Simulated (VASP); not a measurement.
## TiAl3: relaxation of cell and atoms with PBEsol

TiAl3:

```
CELL_PARAMETERS angstrom
-1.91111 1.91111 4.28067
1.91111 -1.91111 4.28067
1.91111 1.91111 -4.28067
ATOMIC_POSITIONS crystal
Ti 0.00000 0.00000 0.00000
Al 0.25000 0.75000 0.50000
Al 0.75000 0.25000 0.50000
Al 0.50000 0.50000 0.00000
```

| Quantity | Value |
| --- | --- |
| Program | VASP 6.6.1 |
| Task | relaxation of cell and atoms |
| Functional | PBEsol |
| Potentials or basis | VASP PAW PBE potentials, release 64 (Ti_sv, Al) |
| Cutoff | 600 eV |
| k mesh | 10 × 10 × 10 |
| Occupations | fermi-dirac, width 0.05 eV |
| Spin | no spin polarisation |
| Target pressure | 20 GPa |
| Dipole correction | no |
| Further INCAR settings | ALGO = Fast; EDIFF = 1e-06; IBRION = 2; EDIFFG = -0.01; NSW = 60; ISIF = 3 |

| Item | Value |
| --- | --- |
| Relaxed volume | 13.59 Å³/atom |
| Relaxed cell | a = 4.825 Å, b = 4.825 Å, c = 4.825 Å, α = 135.52°, β = 135.52°, γ = 64.72° |
| Space group after relaxing (to 0.1 Å) | I4/mmm (No. 139) |
| Energy change on relaxing (the run minimises the enthalpy) | +111.0 meV/atom |
| Ionic steps | 8 |
| Pressure after relaxing | 19.9 GPa |
| Band gap on the k mesh | zero (an odd number of electrons rules out a gap without spin polarisation) |

Stress tensor (GPa, compression positive):
```
19.91  0.00  0.00
 0.00 19.91  0.00
 0.00  0.00 20.01
```

The path:
| step | energy change (eV) | largest force (eV/Å) | pressure (GPa) | volume (Å³) |
| --- | --- | --- | --- | --- |
| 1 | 0.0000 | 0.0000 | -0.37 | 62.54 |
| 2 | 2.3646 | 0.0000 | 60.07 | 46.21 |
| 3 | 0.4084 | 0.0000 | 19.05 | 54.65 |
| 4 | 0.4379 | 0.0000 | 19.87 | 54.40 |
| 5 | 0.4574 | 0.0000 | 20.39 | 54.25 |
| 6 | 0.4280 | 0.0000 | 19.72 | 54.48 |
| 7 | 0.4381 | 0.0000 | 19.84 | 54.40 |
| 8 | 0.4441 | 0.0000 | 19.94 | 54.35 |

Final structure:
```xyz
4
Lattice="-1.8259 1.8259 4.0754 1.8259 -1.8259 4.0754 1.8259 1.8259 -4.0754" Properties=species:S:1:pos:R:3 pbc="T T T"
Ti    1.8259    1.8259    4.0754
Al    1.8259    0.0000    2.0377
Al    0.0000    1.8259    2.0377
Al    1.8259    1.8259    0.0000
```

Levels at points of the mesh, in eV from the Fermi level:
| k point | band 8 | band 9 | band 10 | band 11 | band 12 | band 13 | band 14 |
| --- | --- | --- | --- | --- | --- | --- | --- |
| (0.00, 0.00, 0.00) | -1.73 | -1.38 | -1.38 | 0.96 | 2.07 | 2.07 | 2.28 |
| (0.50, 0.00, 0.00) | -2.88 | -1.17 | -0.34 | 0.57 | 2.18 | 2.34 | 3.21 |
| (0.50, 0.50, 0.00) | -4.11 | -2.78 | -2.27 | -1.14 | 2.15 | 2.33 | 3.01 |
| (0.50, 0.50, 0.50) | -0.85 | -0.85 | -0.32 | 0.76 | 0.76 | 1.12 | 3.34 |

It took 23 min on 1 thread of AMD EPYC 9R45 96-Core Processor (Zen 5), with other jobs on the host, peak memory 0.31 GiB.

Caveat: the cell is relaxed towards a set pressure, so the run minimises the enthalpy, not the energy; the PAW data sets were made with another functional, which shifts forces and pressure a little.
